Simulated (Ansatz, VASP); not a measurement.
One calculation of Al3Ru2, two programs

```
CELL_PARAMETERS angstrom
2.98116 0.00000 0.00000
0.00000 2.98116 0.00000
0.00000 0.00000 13.82411
ATOMIC_POSITIONS crystal
Al 0.00000 0.00000 0.00000
Al 0.50000 0.50000 0.30447
Al 0.00000 0.00000 0.19553
Al 0.50000 0.50000 0.50000
Al 0.00000 0.00000 0.80447
Al 0.50000 0.50000 0.69553
Ru 0.50000 0.50000 0.10538
Ru 0.00000 0.00000 0.39462
Ru 0.00000 0.00000 0.60538
Ru 0.50000 0.50000 0.89462
```

Change from the starting cell: equal strain along all axes, cell held, atoms relaxed: -3.0 %.

Alike in both runs: functional PBEsol; k mesh 12 × 12 × 4; occupations gaussian, width 0.1 eV; no spin polarisation.

Ansatz relaxed the structure, and its values are those at the end. VASP's run is a single point on that final structure, the one shown.

```csv
,VASP,Ansatz
version,VASP 6.6.1,Ansatz 0.2.0
potentials or method,"VASP PAW PBE potentials, release 64 (Al, Ru_pv), cutoff 520 eV","scalar-relativistic, plane waves, PAW"
valence electrons in the cell,74,82
```

```tsv
	VASP	Ansatz	Ansatz less VASP
gap on the k mesh at the Fermi level (eV)	none	none	-
pressure (GPa)	21.5	21.3	-0.19
rms of the force components (eV/Å)	0.005	0.001	-0.0033
```

VASP's potentials were made for PBE, not for PBEsol. A gap of «none» marks a metal or a gap that the smearing closes. VASP's potentials hold 74 valence electrons a cell and Ansatz's 82, so a difference there can come from the potentials and not from the codes. Ansatz's warnings: stress scf threshold loose.
